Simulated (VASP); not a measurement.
Here is a VASP 6.6.1 calculation.

File INCAR:

```
PREC = Accurate
ENCUT = 690
EDIFF = 1E-6
ISMEAR = -1
SIGMA = 0.05
LREAL = F
LASPH = T
NELM = 200
ALGO = Normal
ISIF = 2
LWAVE = F
LCHARG = F
ISPIN = 2
MAGMOM = 1 1
LORBIT = 11
LMAXMIX = 4
GGA = RP
IVDW = 13
NBANDS = 29
GGA_COMPAT = F
```

File KPOINTS:

```
Automatic mesh
0
Gamma
  12 12 7
```

POSCAR

```
Ni
1.0
    2.4592807565      0.0000000000      0.0000000000
   -1.2296403783      2.1297996102      0.0000000000
    0.0000000000      0.0000000000      4.0287679684
Ni
2
Direct
    0.6666666667      0.3333333333      0.7500000000
    0.3333333333      0.6666666667      0.2500000000
```

Potentials or basis: VASP PAW PBE potentials, release 64 (Ni_sv_GW).

Command:

```bash
$ cat potpaw_PBE.64/Ni_sv_GW/POTCAR > POTCAR
$ mpirun -np 1 vasp_std > vasp.out
```

Task: Estimate the site moments.

Result: Ni +0.70 μB.

Task: Predict the dispersion energy per atom.

Result: -0.928 eV.

Task: Predict the pressure.

Result: -1.0 GPa.

Task: What does it give for the net moment?

Result: 1.32 μB per cell.

Stress tensor (GPa, compression positive):
```
-1.03  0.00  0.00
 0.00 -1.03  0.00
 0.00  0.00 -0.92
```

Caveat: the PAW data sets were made with another functional, which shifts forces and pressure a little.
